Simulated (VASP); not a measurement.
Runs of VASP 6.6.1 on Li2Se. The structure is that of space group Fm-3m (No. 225), or close to it. The cells are those of the table. 

```tsv
level	cell	k mesh	cutoff (eV)	gap on the mesh (eV)	pressure (GPa)
PBE	a = 4.247 Å, angles 60.0°, 3 atoms	6 × 6 × 6	750	2.98	-0.1
r2SCAN	a = 4.233 Å, angles 60.0°, 3 atoms	8 × 8 × 8	830	3.46	-0.2
PBE	a = 4.331 Å, angles 60.0°, 3 atoms	6 × 6 × 6	750	3.02	-1.8
r2SCAN	a = 4.317 Å, angles 60.0°, 3 atoms	6 × 6 × 6	830	3.49	-2.0
PBE	a = 4.205 Å, angles 60.0°, 3 atoms	6 × 6 × 6	750	2.95	1.0
r2SCAN	a = 4.191 Å, angles 60.0°, 3 atoms	6 × 6 × 6	830	(a)	1.0
r2SCAN	a = 4.233 Å, angles 60.0°, 3 atoms	6 × 6 × 6	830	3.46	-0.2
r2SCAN	a = 4.275 Å, angles 60.0°, 3 atoms	6 × 6 × 6	830	3.48	-1.2
r2SCAN	a = 4.147 Å, angles 60.0°, 3 atoms	6 × 6 × 6	830	3.41	2.3
PBE	a = 4.161 Å, angles 60.0°, 3 atoms	6 × 6 × 6	750	(b)	2.3
PBE	a = 4.290 Å, angles 60.0°, 3 atoms	6 × 6 × 6	750	3.00	-1.0
PBE	a = 4.233 Å, angles 60.0°, 3 atoms	8 × 8 × 8	750	2.97	0.3
```

Alike in all rows: task single point; potentials or basis VASP PAW PBE potentials, release 64 (Se, Li_sv); no spin polarisation; smearing gaussian 0.01 eV.

Task: Estimate the missing entries.

Result: (a) 3.43; (b) 2.92.

Caveats: the PAW data sets were made with another functional, which shifts forces and pressure a little (some runs).

A k mesh can miss the band edges, and the runs leave out spin-orbit coupling on Se.
